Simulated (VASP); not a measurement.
CuO:

```
CELL_PARAMETERS angstrom
2.78377 0.00000 0.00000
0.00000 2.78377 0.00000
0.00000 0.00000 5.13941
ATOMIC_POSITIONS crystal
Cu 0.00000 0.50000 0.00000
Cu 0.50000 0.00000 0.50000
O 0.00000 0.00000 0.25000
O 0.00000 0.00000 0.75000
```

Base run:

```yaml
Program: VASP 6.6.1
Functional: PBE
Potentials_or_basis: VASP PAW PBE potentials, release 64 (Cu, O)
Cutoff: 520 eV
k_mesh: 8 × 8 × 6
Occupations: fermi-dirac, width 0.05 eV
Spin: no spin polarisation
```

Its results: band gap on the k mesh zero (band 17 reaches 6.95 eV, above the bottom of band 18 at 5.76 eV); pressure 21.0 GPa.

The run is repeated on the same cell with these changes: potentials or basis from VASP PAW PBE potentials, release 64 (Cu, O) to VASP PAW PBE potentials, release 64 (Cu_sv_GW, O); cutoff from 520 eV to 700 eV; further incar settings from ALGO = Normal; EDIFF = 1e-06; NBANDS = 25 to ALGO = Normal; EDIFF = 1e-06; NBANDS = 33; valence electrons from 34 to 50. What comes out?

Band gap on the k mesh zero (band 25 reaches 6.98 eV, above the bottom of band 26 at 5.80 eV); pressure 16.9 GPa.

Caveats: semilocal functionals often make such compounds metallic where correlation or magnetic order opens a gap, which also shifts bond lengths.
